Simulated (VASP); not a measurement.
# ZnS (P6_3/mmc) in VASP: notebook, part 2 of 2

VASP 6.6.1. Earlier steps stand in the parts before.

## Step 3: Single point, r2SCAN

This run uses another cell than the first one, of 16.40 Å³/atom, 1.031 times its volume.

POSCAR reads:

```
ZnS
1.0
    3.5895904811      0.0000000000      0.0000000000
   -1.7947952405      3.1086765458      0.0000000000
    0.0000000000      0.0000000000      5.8799973221
Zn S
2 2
Direct
    0.0000000000      0.0000000000      0.0000000000
    0.0000000000      0.0000000000      0.5000000000
    0.3333333333      0.6666666667      0.2500000000
    0.6666666667      0.3333333333      0.7500000000
```

INCAR.step1 reads:

```
PREC = Accurate
ENCUT = 520
ISMEAR = 0
SIGMA = 0.01
LREAL = False
LASPH = True
NELM = 80
NBANDS = 26
GGA = PE
ALGO = Normal
EDIFF = 1E-4
LWAVE = True
LCHARG = False
```

INCAR.step2 reads:

```
PREC = Accurate
ENCUT = 520
EDIFF = 1E-6
ISMEAR = 0
SIGMA = 0.01
LREAL = False
LASPH = True
NELM = 80
ALGO = Normal
ISIF = 2
LWAVE = False
LCHARG = True
METAGGA = R2SCAN
LMIXTAU = True
LELF = True
LVHAR = True
NBANDS = 26
ISTART = 1
```

KPOINTS reads:

```
regular mesh
0
Gamma
  6 6 4
```

Potentials or basis: VASP PAW PBE potentials, release 64 (Zn, S).

On the command line:

```console
$ cat potpaw_PBE.64/Zn/POTCAR potpaw_PBE.64/S/POTCAR > POTCAR
$ cp INCAR.step1 INCAR
$ mpirun -np 1 vasp_std > vasp.out
$ cp INCAR.step2 INCAR
$ mpirun -np 1 vasp_std > vasp.out
```

OUTCAR:

```text
PREC = Accurate
   ENCUT = 520
   EDIFF = 1E-6
   ISMEAR = 0
   LREAL = False
   LASPH = True
   NELM = 80
   ISIF = 2
   METAGGA = R2SCAN
   ISTART = 1

 ion  position               nearest neighbor table
   1  0.000  0.000  0.000-   3 2.54   4 2.54   3 2.54   4 2.54   4 2.54   3 2.54   2 2.94   2 2.94

   2  0.000  0.000  0.500-   3 2.54   4 2.54   3 2.54   4 2.54   4 2.54   3 2.54   1 2.94   1 2.94

   3  0.333  0.667  0.250-   1 2.54   2 2.54   1 2.54   2 2.54   1 2.54   2 2.54
   4  0.667  0.333  0.750-   1 2.54   2 2.54   1 2.54   2 2.54   1 2.54   2 2.54

  LATTYP: Found a hexagonal cell.
 ALAT       =     3.5895904811
 C/A-ratio  =     1.6380691204

  Lattice vectors:

 A1 = (   3.5895904811,   0.0000000000,   0.0000000000)
 A2 = (  -1.7947952405,   3.1086765458,   0.0000000000)
 A3 = (   0.0000000000,   0.0000000000,   5.8799973221)

Analysis of symmetry for initial positions (statically):
=====================================================================
 Subroutine PRICEL returns:
 Original cell was already a primitive cell.

 Routine SETGRP: Setting up the symmetry group for a
 hexagonal supercell.

 Subroutine GETGRP returns: Found 24 space group operations
 (whereof 12 operations were pure point group operations)
 out of a pool of 24 trial point group operations.

The static configuration has the point symmetry D_3d.
 The point group associated with its full space group is D_6h.

Analysis of symmetry for dynamics (positions and initial velocities):
=====================================================================
 Subroutine PRICEL returns:
 Original cell was already a primitive cell.

 Routine SETGRP: Setting up the symmetry group for a
 hexagonal supercell.

 Subroutine GETGRP returns: Found 24 space group operations
 (whereof 12 operations were pure point group operations)
 out of a pool of 24 trial point group operations.

The dynamic configuration has the point symmetry D_3d.
 The point group associated with its full space group is D_6h.

 Subroutine INISYM returns: Found 24 space group operations
 (whereof 12 operations are pure point group operations),
 and found     1 'primitive' translations

----------------------------------------------------------------------------------------

                                     Primitive cell

  volume of cell :      65.6142

  direct lattice vectors                    reciprocal lattice vectors
     3.589590481  0.000000000  0.000000000     0.278583311  0.160840149  0.000000000
    -1.794795241  3.108676546  0.000000000     0.000000000  0.321680299  0.000000000
     0.000000000  0.000000000  5.879997322     0.000000000  0.000000000  0.170068105

  length of vectors
     3.589590481  3.589590481  5.879997322     0.321680299  0.321680299  0.170068105

  position of ions in fractional coordinates (direct lattice)
     0.000000000  0.000000000  0.000000000
     0.000000000  0.000000000  0.500000000
     0.333333333  0.666666667  0.250000000
     0.666666667  0.333333333  0.750000000

  ion indices of the primitive-cell ions
   primitive index   ion index
[... 24 lines left out ...]
     0.000000000  0.000000000  0.000000000

 Subroutine IBZKPT returns following result:
 ===========================================

 Found     21 irreducible k-points:

 Following reciprocal coordinates:
            Coordinates               Weight
  0.000000  0.000000  0.000000      1.000000
  0.166667  0.000000  0.000000      6.000000
  0.333333  0.000000  0.000000      6.000000
  0.500000  0.000000  0.000000      3.000000
  0.166667  0.166667  0.000000      6.000000
  0.333333  0.166667  0.000000     12.000000
[... 13 lines left out ...]
  0.333333  0.166667  0.500000     12.000000
  0.333333  0.333333  0.500000      2.000000
   k-points           NKPTS =     21   k-points in BZ     NKDIM =     21   number of bands    NBANDS=     26
   number of dos      NEDOS =    301   number of ions     NIONS =      4
   total plane-waves  NPLWV =  37632
   dimension x,y,z NGX =    28 NGY =   28 NGZ =   48
   dimension x,y,z NGXF=    56 NGYF=   56 NGZF=   96
   ions per type =               2   2
   NGX,Y,Z   is equivalent  to a cutoff of  12.97, 12.97, 13.57 a.u.
   NGXF,Y,Z  is equivalent  to a cutoff of  25.94, 25.94, 27.14 a.u.
 SYSTEM =  unknown system
   PREC   = accura    normal or accurate (medium, high low for compatibility)
   ISTART =      1    job   : 0-new  1-cont  2-samecut
   ICHARG =      0    charge: 1-file 2-atom 10-const
   ISPIN  =      1    spin polarized calculation?
   LNONCOLLINEAR =      F non collinear calculations
   LSORBIT =      F    spin-orbit coupling
   LASPH  =      T    aspherical Exc in radial PAW
   ENCUT  =  520.0 eV  38.22 Ry    6.18 a.u.   6.67  6.67 10.93*2*pi/ulx,y,z
   NELM   =     80;   NELMIN=  2; NELMDL=  0     # of ELM steps
   EDIFF  = 0.1E-05   stopping-criterion for ELM
   LREAL  =      F    real-space projection
   EDIFFG = 0.1E-04   stopping-criterion for IOM
   NSW    =      0    number of steps for IOM
   IBRION =     -1    ionic relax: 0-MD 1-quasi-New 2-CG
   NFREE  =      0    steps in history (QN), initial steepest desc. (CG)
   ISIF   =      2    stress and relaxation
   ISYM   =      2    0-nonsym 1-usesym 2-fastsym
   POTIM  = 0.5000    time-step for ionic-motion
   TEBEG  =    0.0;   TEEND  =   0.0 temperature during run
   PSTRESS=    0.0 pullay stress
   NELECT =      36.0000    total number of electrons
   NUPDOWN=      -1.0000    fix difference up-down
   EMIN   =  10.00;   EMAX   =-10.00  energy-range for DOS
   EFERMI =   0.00;   METHOD = LEGACY
   ISMEAR =     0;   SIGMA  =   0.01  broadening in eV -4-tet -1-fermi 0-gaus
   EFERMI_NEDOS =   21; number of points for ismear=-14 and -15
   IALGO  =     38    algorithm
   IMIX   =      4    mixing-type and parameters
     AMIX     =   0.40;   BMIX     =  1.00
     AMIX_MAG =   1.60;   BMIX_MAG =  1.00
  volume/ion in A,a.u.               =      16.40       110.70
  Fermi-wavevector in a.u.,A,eV,Ry     =   1.340221  2.532651 24.438687  1.796193
  Thomas-Fermi vector in A             =   2.468551
   LORBIT       =      0    0 simple, 1 ext, 2 COOP (PROOUT), +10 PAW based schemes
   METAGGA = R2SCAN    functional components
   LHFCALC =     F    Hartree Fock is set to
   AEXX    =    0.0000 exact exchange contribution
   IVDW    =     0    specifies the selected vdW correction
   LEPSILON=     F    determine dielectric tensor
   LRPA    =     F    only Hartree local field effects (RPA)
 non-spin polarized calculation
 Gauss-broadening in eV      SIGMA  =   0.01
  energy-cutoff  :      520.00
  volume of cell :       65.61
 maximum number of plane-waves:      1786
 NGX is ok and might be reduce to    28
   NGX = 13   NGY = 13   NGZ = 21

 number of electron      36.0000027 magnetization

 Free energy of the ion-electron system (eV)
  ---------------------------------------------------
  ext. energy  EPLUGINS =         0.00000000
  ---------------------------------------------------
  free energy    TOTEN  =       -36.36552979 eV

  energy without entropy =      -36.36552979  energy(sigma->0) =      -36.36552979

 E-fermi :   3.7939     XC(G=0): -11.4728

 val. band max:        3.7123167107   @ k =   0.1667   0.0000   0.0000
 cond. band min:       4.5245372211   @ k =   0.3333   0.3333   0.0000
 fundamental gap:      0.8122205104
 Fermi energy:         3.7939305213

 k-point     1 :       0.0000    0.0000    0.0000
  band No.  band energies     occupation
      1     -10.7119      2.00000
      2      -9.0114      2.00000
      3      -3.6011      2.00000
      4      -3.2116      2.00000
      5      -3.2116      2.00000
      6      -3.0721      2.00000
[... 598 lines left out ...]
     25      14.1076      0.00000
     26      14.1076      0.00000

------------------------ aborting loop because EDIFF is reached ----------------------------------------

  FORCE on cell =-STRESS in cart. coord.  units (eV):
  Direction    XX          YY          ZZ          XY          YZ          ZX
  --------------------------------------------------------------------------------------
  -------------------------------------------------------------------------------------
  Total        0.1078403      0.1078403      0.0060778      0.0000000      0.0000000      0.0000000
  in kB        2.6332625      2.6332625      0.1484088      0.0000000      0.0000000      0.0000000
  external PRESSURE =       1.8049779 kB  Pullay stress =       0.0000000 kB

 VOLUME and BASIS-vectors are now :
 -----------------------------------------------------------------------------
  energy-cutoff  :      520.00
  volume of cell :       65.61
      direct lattice vectors                 reciprocal lattice vectors
     3.589590481  0.000000000  0.000000000     0.278583311  0.160840149  0.000000000
    -1.794795241  3.108676546  0.000000000     0.000000000  0.321680299  0.000000000
     0.000000000  0.000000000  5.879997322     0.000000000  0.000000000  0.170068105

 POSITION                                       TOTAL-FORCE (eV/Angst)
 -----------------------------------------------------------------------------------
      0.00000      0.00000      0.00000         0.000000      0.000000     -0.000000
      0.00000      0.00000      2.94000         0.000000      0.000000     -0.000000
     -0.00000      2.07245      1.47000         0.000000      0.000000      0.000000
      1.79480      1.03623      4.41000        -0.000000     -0.000000     -0.000000
 -----------------------------------------------------------------------------------
    total drift:                               -0.000000     -0.000000      0.000000

  FREE ENERGIE OF THE ION-ELECTRON SYSTEM (eV)
  ---------------------------------------------------
  free  energy   TOTEN  =       -36.3655297906 eV

  energy  without entropy=      -36.3655297906  energy(sigma->0) =      -36.36552979
```

It took 4.2 min on 1 thread of Intel Xeon 8259CL, shared host; peak memory 0.2 GiB.

Results:

```
Free energy            : -36.3655 eV
Pressure               : 0.2 GPa
Band gap on the k mesh : 0.81 eV, indirect (least direct gap 2.38 eV)
```

Levels at points of the mesh, in eV from the valence-band top:
```tsv
k point	band 16	band 17	band 18	band 19	band 20	band 21
(0.00, 0.00, 0.00)	-0.62	-0.11	-0.11	2.26	4.26	7.19
(0.50, 0.00, 0.00)	-2.61	-1.98	-0.11	2.93	3.88	4.65
(0.00, 0.00, 0.50)	-0.37	-0.37	-0.37	4.32	4.32	7.36
(0.50, 0.00, 0.50)	-1.55	-1.52	-1.52	2.55	2.55	5.97
```

Caveat: the PAW data sets were made with another functional, which shifts forces and pressure a little.
